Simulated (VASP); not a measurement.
Here is a VASP 6.6.1 calculation.

The input INCAR:

```
SYSTEM = Si16B
  PREC = Accurate
  ENCUT = 520
  EDIFF = 1E-6
  ISMEAR = -1
  SIGMA = 0.02
  LREAL = Auto
  LASPH = .TRUE.
  NELM = 150
  ALGO = Normal
  ISIF = 2
  LWAVE = .FALSE.
  LCHARG = .FALSE.
  ISPIN = 2
  MAGMOM = 0 0 0 0 0 0 0 0 0 0 0 0 0 0 0 0 1
  LORBIT = 11
  GGA = PS
  NBANDS = 52
```

Contents of KPOINTS:

```
regular mesh
0
G
  2 2 2
  0 0 0
```

POSCAR

```
Si16B
1.0
    0.0000000000      5.4300000000      5.4300000000
    5.4300000000      0.0000000000      5.4300000000
    5.4300000000      5.4300000000      0.0000000000
Si B
16 1
Direct
    0.0001038100     -0.0001034890     -0.0004920286
    0.1224636354      0.1224086765      0.1267153921
   -0.0010287268     -0.0009859931      0.4993927374
    0.1255129832      0.1251203651      0.6232302487
    0.0083162967      0.4972530453     -0.0031294366
    0.1227656058      0.6276856720      0.1268647241
   -0.0005025035      0.5014409400      0.4994410686
    0.1230784924      0.6270502887      0.6219799275
    0.4970355356      0.0090803677     -0.0033068458
    0.6279632279      0.1226173991      0.1268284749
    0.5018906417     -0.0007028919      0.4994363819
    0.6271202249      0.1231333966      0.6220893111
    0.4980021547      0.4978511490     -0.0027259311
    0.6239794418      0.6250221975      0.1288071081
    0.4962339944      0.4962812092      0.5113065315
    0.6276634694      0.6273606480      0.6219794693
    0.3721557165      0.3746237193      0.8852841671
```

Potentials or basis: VASP PAW PBE potentials, release 64 (Si, B).

Run with:

```sh
$ cat potpaw_PBE.64/Si/POTCAR potpaw_PBE.64/B/POTCAR > POTCAR
$ mpirun -np 1 vasp_std > vasp.out
```

(1) What does it give for the largest force?

(2) What does it give for the pressure?

(3) Predict the net moment.

Results:

(1) 0.057 eV/Å.

(2) 1.4 GPa.

(3) 0.00 μB per cell.

Caveat: the k points lie up to 0.50 Å⁻¹ apart; the PAW data sets were made with another functional, which shifts forces and pressure a little.
